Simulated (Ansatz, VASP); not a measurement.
**TiAl: VASP beside Ansatz**

```
Ti Al
1.0
     3.23011    0.00000    0.00000
     0.00000    3.23011    0.00000
     0.00000    0.00000    3.01305
Ti Al
1 1
Direct
  0.00000 0.00000 0.00000
  0.50000 0.50000 0.50000
```

Alike in both runs: task single point; functional PBEsol; k mesh 16 × 16 × 16; occupations gaussian, width 0.15 eV; no spin polarisation.

|  | VASP | Ansatz |
| --- | --- | --- |
| version | VASP 6.6.1 | Ansatz 0.2.0 |
| potentials or method | VASP PAW PBE potentials, release 64 (Ti_sv, Al), cutoff 520 eV | scalar-relativistic, plane waves, PAW |
| valence electrons in the cell | 15 | 15 |

Ansatz gave:

```
gap on the k mesh at the Fermi level (eV)                     : none
pressure (GPa)                                                : 0.2
traceless stress, the component that is largest in VASP (GPa) : -0.99
```

Task: Which values does VASP return?

Result: gap on the k mesh at the Fermi level (eV): none; pressure (GPa): 0.3; traceless stress, the component that is largest in VASP (GPa): -0.99.

VASP's potentials were made for PBE, not for PBEsol, and Ansatz warns of the same on its side. A gap of «none» marks a metal or a gap that the smearing closes. With one functional, cell and mesh, what is left measures potentials, basis and numerics.
